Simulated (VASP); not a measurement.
# SrCl (Fm-3m) in VASP: further runs

SrCl is run at these levels: r2SCAN; tasks: single point, relaxation of cell and atoms.

All numbers are computed with VASP 6.6.1; they aren't measurements. Logs are shortened: lines on timing, memory, paths and dates and some standing lists are left out, and cuts for length are marked.

## 1. The cell of the first run

The structure is cubic, space group Fm-3m (No. 225). Conventional cell: a = 6.009 Å, b = 6.009 Å, c = 6.009 Å, α = 90.00°, β = 90.00°, γ = 90.00°. Sr (site symmetry m-3m) has 6 Cl at 3.00 Å within 4.0 Å. Cl (site symmetry m-3m) has 6 Sr at 3.00 Å within 4.0 Å.

## 2. Single point, r2SCAN

Input file POSCAR:

```
SrCl
1.0
    0.0000000000      3.0044767934      3.0044767934
    3.0044767934      0.0000000000      3.0044767934
    3.0044767934      3.0044767934      0.0000000000
Sr Cl
1 1
Direct
    0.5000000000      0.5000000000      0.5000000000
    0.0000000000      0.0000000000      0.0000000000
```

Input file INCAR.step1:

```
SYSTEM = SrCl
PREC = Accurate
ENCUT = 520
ISMEAR = 0
SIGMA = 0.1
LREAL = .False.
LASPH = .True.
NELM = 80
NBANDS = 16
GGA = PE
ALGO = Normal
EDIFF = 1E-4
LWAVE = .True.
LCHARG = .False.
```

Input file INCAR.step2:

```
SYSTEM = SrCl
PREC = Accurate
ENCUT = 520
EDIFF = 1E-7
ISMEAR = 0
SIGMA = 0.1
LREAL = .False.
LASPH = .True.
NELM = 80
ALGO = Normal
ISIF = 2
LWAVE = .False.
LCHARG = .True.
METAGGA = R2SCAN
LMIXTAU = .True.
LELF = .True.
LVHAR = .True.
NBANDS = 16
ISTART = 1
```

Input file KPOINTS:

```
Automatic mesh
0
Gamma
  6 6 6
  0 0 0
```

Potentials or basis: VASP PAW PBE potentials, release 64 (Sr_sv, Cl).

The run is started by

```bash
$ cat potpaw_PBE.64/Sr_sv/POTCAR potpaw_PBE.64/Cl/POTCAR > POTCAR
$ cp INCAR.step1 INCAR
$ mpirun -np 1 vasp_std > vasp.out
$ cp INCAR.step2 INCAR
$ mpirun -np 1 vasp_std > vasp.out
```

OUTCAR:

```text
SYSTEM = SrCl
   PREC = Accurate
   ENCUT = 520
   EDIFF = 1E-7
   ISMEAR = 0
   LREAL = .False.
   LASPH = .True.
   NELM = 80
   ISIF = 2
   METAGGA = R2SCAN
   ISTART = 1

 ion  position               nearest neighbor table
   1  0.500  0.500  0.500-   2 3.00   2 3.00   2 3.00   2 3.00   2 3.00   2 3.00
   2  0.000  0.000  0.000-   1 3.00   1 3.00   1 3.00   1 3.00   1 3.00   1 3.00

  LATTYP: Found a face centered cubic cell.
 ALAT       =     6.0089535868

  Lattice vectors:

 A1 = (   0.0000000000,   3.0044767934,   3.0044767934)
 A2 = (   3.0044767934,   0.0000000000,   3.0044767934)
 A3 = (   3.0044767934,   3.0044767934,   0.0000000000)

Analysis of symmetry for initial positions (statically):
=====================================================================
 Subroutine PRICEL returns:
 Original cell was already a primitive cell.

 Routine SETGRP: Setting up the symmetry group for a
 face centered cubic supercell.

 Subroutine GETGRP returns: Found 48 space group operations
 (whereof 48 operations were pure point group operations)
 out of a pool of 48 trial point group operations.

The static configuration has the point symmetry O_h .

Analysis of symmetry for dynamics (positions and initial velocities):
=====================================================================
 Subroutine PRICEL returns:
 Original cell was already a primitive cell.

 Routine SETGRP: Setting up the symmetry group for a
 face centered cubic supercell.

 Subroutine GETGRP returns: Found 48 space group operations
 (whereof 48 operations were pure point group operations)
 out of a pool of 48 trial point group operations.

The dynamic configuration has the point symmetry O_h .

 Subroutine INISYM returns: Found 48 space group operations
 (whereof 48 operations are pure point group operations),
 and found     1 'primitive' translations

----------------------------------------------------------------------------------------

                                     Primitive cell

  volume of cell :      54.2421

  direct lattice vectors                    reciprocal lattice vectors
     0.000000000  3.004476793  3.004476793    -0.166418327  0.166418327  0.166418327
     3.004476793  0.000000000  3.004476793     0.166418327 -0.166418327  0.166418327
     3.004476793  3.004476793  0.000000000     0.166418327  0.166418327 -0.166418327

  length of vectors
     4.248971829  4.248971829  4.248971829     0.288244997  0.288244997  0.288244997

  position of ions in fractional coordinates (direct lattice)
     0.500000000  0.500000000  0.500000000
     0.000000000  0.000000000  0.000000000

  ion indices of the primitive-cell ions
   primitive index   ion index
                 1           1
                 2           2

----------------------------------------------------------------------------------------

 KPOINTS: Automatic mesh

Automatic generation of k-mesh.
 Grid dimensions read from file:
 generate k-points for:    6    6    6

 Generating k-lattice:

  Cartesian coordinates                     Fractional coordinates (reciprocal lattice)
    -0.027736388  0.027736388  0.027736388     0.166666667  0.000000000  0.000000000
     0.027736388 -0.027736388  0.027736388     0.000000000  0.166666667  0.000000000
     0.027736388  0.027736388 -0.027736388     0.000000000  0.000000000  0.166666667

  Length of vectors
     0.048040833  0.048040833  0.048040833

  Shift w.r.t. Gamma in fractional coordinates (k-lattice)
     0.000000000  0.000000000  0.000000000

 Subroutine IBZKPT returns following result:
 ===========================================

 Found     16 irreducible k-points:

 Following reciprocal coordinates:
            Coordinates               Weight
  0.000000  0.000000  0.000000      1.000000
  0.166667  0.000000  0.000000      8.000000
  0.333333  0.000000  0.000000      8.000000
  0.500000  0.000000  0.000000      4.000000
  0.166667  0.166667  0.000000      6.000000
  0.333333  0.166667  0.000000     24.000000
[... 8 lines left out ...]
 -0.333333  0.333333  0.166667     24.000000
 -0.333333  0.500000  0.166667     12.000000
   k-points           NKPTS =     16   k-points in BZ     NKDIM =     16   number of bands    NBANDS=     16
   number of dos      NEDOS =    301   number of ions     NIONS =      2
   total plane-waves  NPLWV =  32768
   dimension x,y,z NGX =    32 NGY =   32 NGZ =   32
   dimension x,y,z NGXF=    64 NGYF=   64 NGZF=   64
   ions per type =               1   1
   NGX,Y,Z   is equivalent  to a cutoff of  12.52, 12.52, 12.52 a.u.
   NGXF,Y,Z  is equivalent  to a cutoff of  25.04, 25.04, 25.04 a.u.
 SYSTEM =  SrCl
   PREC   = accura    normal or accurate (medium, high low for compatibility)
   ISTART =      1    job   : 0-new  1-cont  2-samecut
   ICHARG =      0    charge: 1-file 2-atom 10-const
   ISPIN  =      1    spin polarized calculation?
   LNONCOLLINEAR =      F non collinear calculations
   LSORBIT =      F    spin-orbit coupling
   LASPH  =      T    aspherical Exc in radial PAW
   ENCUT  =  520.0 eV  38.22 Ry    6.18 a.u.   7.90  7.90  7.90*2*pi/ulx,y,z
   NELM   =     80;   NELMIN=  2; NELMDL=  0     # of ELM steps
   EDIFF  = 0.1E-06   stopping-criterion for ELM
   LREAL  =      F    real-space projection
   EDIFFG = 0.1E-05   stopping-criterion for IOM
   NSW    =      0    number of steps for IOM
   IBRION =     -1    ionic relax: 0-MD 1-quasi-New 2-CG
   NFREE  =      0    steps in history (QN), initial steepest desc. (CG)
   ISIF   =      2    stress and relaxation
   ISYM   =      2    0-nonsym 1-usesym 2-fastsym
   POTIM  = 0.5000    time-step for ionic-motion
   TEBEG  =    0.0;   TEEND  =   0.0 temperature during run
   PSTRESS=    0.0 pullay stress
   NELECT =      17.0000    total number of electrons
   NUPDOWN=      -1.0000    fix difference up-down
   EMIN   =  10.00;   EMAX   =-10.00  energy-range for DOS
   EFERMI =   0.00;   METHOD = LEGACY
   ISMEAR =     0;   SIGMA  =   0.10  broadening in eV -4-tet -1-fermi 0-gaus
   EFERMI_NEDOS =   21; number of points for ismear=-14 and -15
   IALGO  =     38    algorithm
   IMIX   =      4    mixing-type and parameters
     AMIX     =   0.40;   BMIX     =  1.00
     AMIX_MAG =   1.60;   BMIX_MAG =  1.00
  volume/ion in A,a.u.               =      27.12       183.02
  Fermi-wavevector in a.u.,A,eV,Ry     =   1.112019  2.101412 16.824783  1.236587
  Thomas-Fermi vector in A             =   2.248589
   LORBIT       =      0    0 simple, 1 ext, 2 COOP (PROOUT), +10 PAW based schemes
   METAGGA = R2SCAN    functional components
   LHFCALC =     F    Hartree Fock is set to
   AEXX    =    0.0000 exact exchange contribution
   IVDW    =     0    specifies the selected vdW correction
   LEPSILON=     F    determine dielectric tensor
   LRPA    =     F    only Hartree local field effects (RPA)
 non-spin polarized calculation
 Gauss-broadening in eV      SIGMA  =   0.10
  energy-cutoff  :      520.00
  volume of cell :       54.24
 maximum number of plane-waves:      1476
   NGX = 15   NGY = 15   NGZ = 15

 number of electron      16.9999998 magnetization

 Free energy of the ion-electron system (eV)
  ---------------------------------------------------
  ext. energy  EPLUGINS =         0.00000000
  ---------------------------------------------------
  free energy    TOTEN  =       -24.67809214 eV

  energy without entropy =      -24.67268135  energy(sigma->0) =      -24.67538674

 E-fermi :   5.8480     XC(G=0):  -9.4782

 val. band max:        5.8395840114   @ k =   0.1667   0.1667   0.0000
 cond. band min:       6.2120869024   @ k =  -0.3333   0.3333   0.0000
 fundamental gap:      0.3725028910
 Fermi energy:         5.8479597143

 k-point     1 :       0.0000    0.0000    0.0000
  band No.  band energies     occupation
      1     -32.7268      2.00000
      2     -14.0971      2.00000
      3     -14.0971      2.00000
      4     -14.0971      2.00000
      5     -13.9681      2.00000
      6      -1.1269      2.00000
[... 8 lines left out ...]
     15      11.8122      0.00000
     16      17.2332      0.00000

 k-point     2 :       0.1667    0.0000    0.0000
  band No.  band energies     occupation
      1     -32.7218      2.00000
      2     -14.5822      2.00000
      3     -14.1016      2.00000
      4     -14.1016      2.00000
      5     -13.4587      2.00000
      6      -1.5762      2.00000
[... 8 lines left out ...]
     15      12.9967      0.00000
     16      15.5218      0.00000

 k-point     3 :       0.3333    0.0000    0.0000
  band No.  band energies     occupation
      1     -32.7116      2.00000
      2     -14.9681      2.00000
      3     -14.1106      2.00000
      4     -14.1106      2.00000
      5     -13.0220      2.00000
      6      -2.2986      2.00000
[... 8 lines left out ...]
     15      12.8405      0.00000
     16      13.5581      0.00000

 k-point     4 :       0.5000    0.0000    0.0000
  band No.  band energies     occupation
      1     -32.7066      2.00000
      2     -15.1075      2.00000
      3     -14.1150      2.00000
      4     -14.1150      2.00000
      5     -12.8562      2.00000
      6      -2.6073      2.00000
[... 8 lines left out ...]
     15      11.3566      0.00000
     16      11.3566      0.00000

 k-point     5 :       0.1667    0.1667    0.0000
  band No.  band energies     occupation
      1     -32.7201      2.00000
      2     -14.5759      2.00000
      3     -14.1220      2.00000
      4     -14.1220      2.00000
      5     -13.4437      2.00000
      6      -1.7793      2.00000
[... 8 lines left out ...]
     15      13.3522      0.00000
     16      15.3073      0.00000

 k-point     6 :       0.3333    0.1667    0.0000
  band No.  band energies     occupation
      1     -32.7118      2.00000
      2     -14.8081      2.00000
      3     -14.1391      2.00000
      4     -14.1354      2.00000
      5     -13.2063      2.00000
      6      -2.1437      2.00000
[... 8 lines left out ...]
     15      12.7953      0.00000
     16      13.6686      0.00000

 k-point     7 :       0.5000    0.1667    0.0000
  band No.  band energies     occupation
      1     -32.7051      2.00000
      2     -14.9758      2.00000
      3     -14.1627      2.00000
      4     -14.1358      2.00000
      5     -13.0203      2.00000
      6      -2.3645      2.00000
[... 8 lines left out ...]
     15      11.1792      0.00000
     16      12.2260      0.00000

 k-point     8 :      -0.3333    0.1667    0.0000
  band No.  band energies     occupation
      1     -32.7067      2.00000
      2     -14.9660      2.00000
      3     -14.1795      2.00000
      4     -14.1155      2.00000
      5     -13.0121      2.00000
      6      -2.3678      2.00000
[... 8 lines left out ...]
     15      11.8568      0.00000
     16      12.9952      0.00000

 k-point     9 :      -0.1667    0.1667    0.0000
  band No.  band energies     occupation
      1     -32.7151      2.00000
      2     -14.7956      2.00000
      3     -14.1506      2.00000
      4     -14.0984      2.00000
      5     -13.2034      2.00000
      6      -2.0338      2.00000
[... 8 lines left out ...]
     15      13.2418      0.00000
     16      13.9683      0.00000

 k-point    10 :       0.3333    0.3333    0.0000
  band No.  band energies     occupation
      1     -32.7071      2.00000
      2     -14.6329      2.00000
      3     -14.1722      2.00000
      4     -14.1722      2.00000
      5     -13.4502      2.00000
      6      -2.0870      2.00000
[... 8 lines left out ...]
     15      11.6376      0.00000
     16      13.6501      0.00000

 k-point    11 :       0.5000    0.3333    0.0000
  band No.  band energies     occupation
      1     -32.7021      2.00000
      2     -14.6209      2.00000
      3     -14.2509      2.00000
      4     -14.1770      2.00000
      5     -13.4417      2.00000
      6      -1.9504      2.00000
[... 8 lines left out ...]
     15      11.2291      0.00000
     16      13.5528      0.00000

 k-point    12 :      -0.3333    0.3333    0.0000
  band No.  band energies     occupation
      1     -32.7020      2.00000
      2     -14.7947      2.00000
      3     -14.2791      2.00000
      4     -14.1489      2.00000
      5     -13.1913      2.00000
      6      -2.1001      2.00000
[... 8 lines left out ...]
     15      12.4360      0.00000
     16      12.5938      0.00000

 k-point    13 :       0.5000    0.5000    0.0000
  band No.  band energies     occupation
      1     -32.7007      2.00000
      2     -14.3534      2.00000
      3     -14.1973      2.00000
      4     -14.1973      2.00000
      5     -13.8377      2.00000
      6      -1.8639      2.00000
[... 8 lines left out ...]
     15      10.4553      0.00000
     16      14.9029      0.00000

 k-point    14 :       0.5000    0.3333    0.1667
  band No.  band energies     occupation
      1     -32.7053      2.00000
      2     -14.8095      2.00000
      3     -14.2079      2.00000
      4     -14.1552      2.00000
      5     -13.1994      2.00000
      6      -2.1655      2.00000
[... 8 lines left out ...]
     15      11.2446      0.00000
     16      13.2843      0.00000

 k-point    15 :      -0.3333    0.3333    0.1667
  band No.  band energies     occupation
      1     -32.7020      2.00000
      2     -14.7982      2.00000
      3     -14.2363      2.00000
      4     -14.1900      2.00000
      5     -13.1896      2.00000
      6      -2.0990      2.00000
[... 8 lines left out ...]
     15      11.6304      0.00000
     16      12.6874      0.00000

 k-point    16 :      -0.3333    0.5000    0.1667
  band No.  band energies     occupation
      1     -32.7005      2.00000
      2     -14.5524      2.00000
      3     -14.3146      2.00000
      4     -14.2365      2.00000
      5     -13.4076      2.00000
      6      -1.7851      2.00000
[... 8 lines left out ...]
     15      12.0246      0.00000
     16      13.7413      0.00000

------------------------ aborting loop because EDIFF is reached ----------------------------------------

  FORCE on cell =-STRESS in cart. coord.  units (eV):
  Direction    XX          YY          ZZ          XY          YZ          ZX
  --------------------------------------------------------------------------------------
  -------------------------------------------------------------------------------------
  Total        0.0345991      0.0345991      0.0345991     -0.0000000     -0.0000000     -0.0000000
  in kB        1.0219731      1.0219731      1.0219731     -0.0000000     -0.0000000     -0.0000000
  external PRESSURE =       1.0219731 kB  Pullay stress =       0.0000000 kB

 VOLUME and BASIS-vectors are now :
 -----------------------------------------------------------------------------
  energy-cutoff  :      520.00
  volume of cell :       54.24
      direct lattice vectors                 reciprocal lattice vectors
     0.000000000  3.004476793  3.004476793    -0.166418327  0.166418327  0.166418327
     3.004476793  0.000000000  3.004476793     0.166418327 -0.166418327  0.166418327
     3.004476793  3.004476793  0.000000000     0.166418327  0.166418327 -0.166418327

 POSITION                                       TOTAL-FORCE (eV/Angst)
 -----------------------------------------------------------------------------------
      3.00448      3.00448      3.00448         0.000000     -0.000000     -0.000000
      0.00000      0.00000      0.00000        -0.000000      0.000000      0.000000
 -----------------------------------------------------------------------------------
    total drift:                                0.000000     -0.000000     -0.000000

  FREE ENERGIE OF THE ION-ELECTRON SYSTEM (eV)
  ---------------------------------------------------
  free  energy   TOTEN  =       -24.6780921354 eV

  energy  without entropy=      -24.6726813531  energy(sigma->0) =      -24.67538674
```

Wall time 56 s (1 thread of Oxide Virtual Turin-like, shared host); peak memory 0.16 GiB.

Results:

```
Free energy            : -24.6781 eV
Pressure               : 0.1 GPa
Band gap on the k mesh : zero (an odd number of electrons rules out a gap without spin polarisation)
```

Levels at points of the mesh, in eV from the Fermi level:
| k point | band 5 | band 6 | band 7 | band 8 | band 9 | band 10 | band 11 | band 12 | band 13 | band 14 |
| --- | --- | --- | --- | --- | --- | --- | --- | --- | --- | --- |
| (0.00, 0.00, 0.00) | -19.82 | -6.97 | -6.97 | -6.97 | -1.28 | 0.76 | 0.76 | 0.76 | 1.80 | 1.80 |
| (0.50, 0.00, 0.00) | -18.70 | -8.46 | -7.59 | -7.59 | 1.21 | 1.63 | 3.30 | 3.30 | 5.50 | 5.50 |
| (0.50, 0.50, 0.00) | -19.69 | -7.71 | -7.21 | -7.21 | -1.39 | 2.17 | 2.97 | 4.03 | 4.16 | 4.61 |

Caveat: the PAW data sets were made with another functional, which shifts forces and pressure a little; an odd number of electrons without spin polarisation forces a metal; a magnetic or distorted state may lie lower.

(Part 1 of 2 ends here.)

The gap in the log of VASP goes by the Fermi energy; the results here count the filled bands.